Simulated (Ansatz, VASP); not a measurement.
# GaN in VASP and in Ansatz

```
Ga N
1.0
     0.00000    2.25350    2.25350
     2.25350    0.00000    2.25350
     2.25350    2.25350    0.00000
Ga N
1 1
Cartesian
  0.0000 0.0000 0.0000
  1.1268 1.1268 1.1268
```

Alike in both runs: task single point; functional r2SCAN; dispersion rVV10; k mesh 10 × 10 × 10; occupations fermi-dirac, width 0.05 eV; no spin polarisation.

```csv
,VASP,Ansatz
version,VASP 6.6.1,Ansatz 0.2.0
potentials or method,"VASP PAW PBE potentials, release 64 (Ga_d, N)",Ansatz PAW
plane-wave cutoff (eV),520,500
valence electrons in the cell,18,18
```

Ansatz gave:

- gap on the k mesh at the Fermi level (eV): 2.09
- least direct gap on the mesh (eV): 2.09
- pressure (GPa): -2.4

What did VASP give for the same quantities?

gap on the k mesh at the Fermi level (eV): 2.09; least direct gap on the mesh (eV): 2.09; pressure (GPa): -1.2.

VASP's potentials were made for PBE, not for r2SCAN.
